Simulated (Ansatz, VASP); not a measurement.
## One calculation of AlN, two programs

Contents of INCAR:

```
SYSTEM = AlN
ALGO = Normal
EDIFF = 1E-6
EDIFFG = -0.01
ENCUT = 520
GGA = CA
IBRION = 2
ISIF = 2
ISMEAR = 0
LASPH = .TRUE.
LCHARG = .FALSE.
LREAL = .FALSE.
LWAVE = .FALSE.
NELM = 80
NSW = 50
PREC = Accurate
SIGMA = 0.05
```

The input KPOINTS:

```
k-points
0
G
  9 9 6
  0 0 0
```

Contents of POSCAR:

```
AlN
1.0
    2.9960000000      0.0000000000      0.0000000000
   -1.4980000000      2.5946121098      0.0000000000
    0.0000000000      0.0000000000      5.3391000000
Al N
2 2
Direct
    0.3333333333      0.6666666667      0.0015210172
    0.6666666667      0.3333333333      0.5015210172
    0.3333333333      0.6666666667      0.3834789828
    0.6666666667      0.3333333333      0.8834789828
```

Input for Ansatz:

```yaml
crystal:
  lattice:
    - [2.996, 0.0, 0.0]
    - [-1.498, 2.5946121098, 0.0]
    - [0.0, 0.0, 5.3391]
  atoms:
    - { symbol: Al, position: [0.3333333333, 0.6666666667, 0.0015210172] }
    - { symbol: Al, position: [0.6666666667, 0.3333333333, 0.5015210172] }
    - { symbol: "N", position: [0.3333333333, 0.6666666667, 0.3834789828] }
    - { symbol: "N", position: [0.6666666667, 0.3333333333, 0.8834789828] }
basis:
  ecutwfc: 520.0
kpoints:
  mp_grid: { grid: [9, 9, 6] }
hamiltonian:
  xc: lda
  pseudopotentials: { kind: paw, azcp: { folder: soft_1 } }
scf:
  occupations: { method: gaussian, width: 0.05 }
output:
  forces: true
  stress: true
  eigenvalues: true
relax:
  adjacent_minimum: "off"
  f_tol: 0.01
  max_steps: 30
```

Alike in both runs: task relaxation of the atoms; functional LDA; k mesh 9 × 9 × 6; occupations gaussian, width 0.05 eV; no spin polarisation.

|  | VASP | Ansatz |
| --- | --- | --- |
| version | VASP 6.6.1 | Ansatz 0.2.0 |
| potentials or method | VASP PAW LDA potentials, release 64 (Al, N), cutoff 520 eV | scalar-relativistic, plane waves, PAW |
| valence electrons in the cell | 16 | 16 |

```csv
,VASP,Ansatz,Ansatz less VASP
"gap on the k mesh at the Fermi level, each at its own relaxed structure (eV)",3.75,3.75,+0.003
```

Ansatz warns that its potentials were made for another functional, while VASP's fit it. LDA's correlation is that of Perdew and Zunger in VASP and of Perdew and Wang (1992) in Ansatz. Ansatz's warnings: stress scf threshold loose.
